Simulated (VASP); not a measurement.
A run of VASP 6.6.1:

INCAR

```
SYSTEM = BN
ALGO = Normal ; EDIFF = 1E-8
ENCUT = 600 ; GGA = PS
GGA_COMPAT = .FALSE. ; IBRION = 8
ISIF = 2 ; ISMEAR = 0
LASPH = .TRUE. ; LCHARG = .FALSE.
LEPSILON = .TRUE. ; LREAL = .FALSE.
LWAVE = .FALSE. ; NELM = 120
NSW = 1 ; PREC = Accurate
SIGMA = 0.01
```

The input KPOINTS:

```
k-points
0
G
  8 8 8
  0 0 0
```

File POSCAR:

```
BN
1.0
    0.0000000000      1.7426292627      1.7426292627
    1.7426292627      0.0000000000      1.7426292627
    1.7426292627      1.7426292627      0.0000000000
B N
1 1
Direct
    0.0000000000      0.0000000000      0.0000000000
    0.2500000000      0.2500000000      0.2500000000
```

Potentials or basis: VASP PAW PBE potentials, release 64 (B, N).

Launch:

```console
$ cat potpaw_PBE.64/B/POTCAR potpaw_PBE.64/N/POTCAR > POTCAR
$ mpirun -np 1 vasp_std > vasp.out
```

Hardware: 1 thread of Intel Xeon 8259CL, with other jobs on the host.

Q: How long does it take, and how much memory?

A: It took 2.1 min on 1 thread of Intel Xeon 8259CL (shared host), peak memory 0.15 GiB. Counts: scf iterations 110, k points 29.
